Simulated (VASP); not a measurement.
Wanted: the native input for a VASP 6.6.1 run.

```
Task                   : single point
Functional             : PBE
Potentials or basis    : VASP PAW PBE potentials, release 64 (Ta_pv, H)
Cutoff                 : 520 eV
k mesh                 : 3 × 3 × 3
Occupations            : fermi-dirac, width 0.1 eV
Spin                   : no spin polarisation
Dipole correction      : no
Further INCAR settings : LREAL = Auto; ALGO = Normal; EDIFF = 1e-07; NBANDS = 102
```

The structure of Ta16H (a cell with a defect) lies in POSCAR:

```
Ta16H
1.0
    6.6200000000      0.0000000000      0.0000000000
    0.0000000000      6.6200000000      0.0000000000
    0.0000000000      0.0000000000      6.6200000000
Ta H
16 1
Direct
   -0.0041087613      0.0208459215     -0.0160574018
    0.4815709970      0.0279003021      0.0154682779
   -0.0042900302      0.4900604230     -0.0141238671
    0.0163141994     -0.0022054381      0.5169184290
    0.2614199396      0.2554984894      0.2493806647
    0.5072205438      0.4864199396     -0.0129003021
    0.4851208459      0.0047280967      0.5077341390
    0.7719184290      0.2506344411      0.2375679758
    0.0030966767      0.4936555891      0.5103172205
    0.2612386707      0.7274924471      0.2429154079
    0.2336555891      0.2435498489      0.7447432024
    0.5104531722      0.4958157100      0.4969486405
    0.7303776435      0.7409365559      0.2554078550
    0.7465709970      0.2497734139      0.7546374622
    0.2446072508      0.7472809668      0.7400906344
    0.7474320242      0.7657250755      0.7643957704
    0.0004984894      0.8657099698      0.2407854985
```

The input as run:

INCAR

```
SYSTEM = Ta16H
PREC     = Accurate       ! precision mode
ENCUT    = 520            ! plane-wave cutoff, eV
EDIFF    = 1E-7           ! SCF threshold, eV
ISMEAR   = -1             ! smearing method
SIGMA    = 0.1            ! smearing width, eV
LREAL    = Auto         
LASPH    = .TRUE.         ! aspherical terms in the spheres
NELM     = 100            ! most SCF steps
ALGO     = Normal         ! electronic algorithm
ISIF     = 2              ! what is computed and relaxed
LWAVE    = .FALSE.        ! write WAVECAR
LCHARG   = .FALSE.        ! write CHGCAR
GGA      = PE             ! functional
NBANDS   = 102            ! bands
```

KPOINTS

```
Automatic mesh
0
G
  3 3 3
  0 0 0
```

Potentials or basis: VASP PAW PBE potentials, release 64 (Ta_pv, H).

The run is started by

```bash
$ cat potpaw_PBE.64/Ta_pv/POTCAR potpaw_PBE.64/H/POTCAR > POTCAR
$ mpirun -np 1 vasp_std > vasp.out
```

It gave:

| Item | Value |
| --- | --- |
| Pressure | 6.4 GPa |
| Largest force | 2.500 eV/Å |
| Band gap on the k mesh | zero (an odd number of electrons rules out a gap without spin polarisation) |

Caveat: spin-orbit coupling is left out, which moves the levels of the heavy elements.

Run time: 11 min on 1 thread of Intel(R) Xeon(R) Platinum 8488C (Sapphire Rapids), on a shared host, peak memory 0.51 GiB.
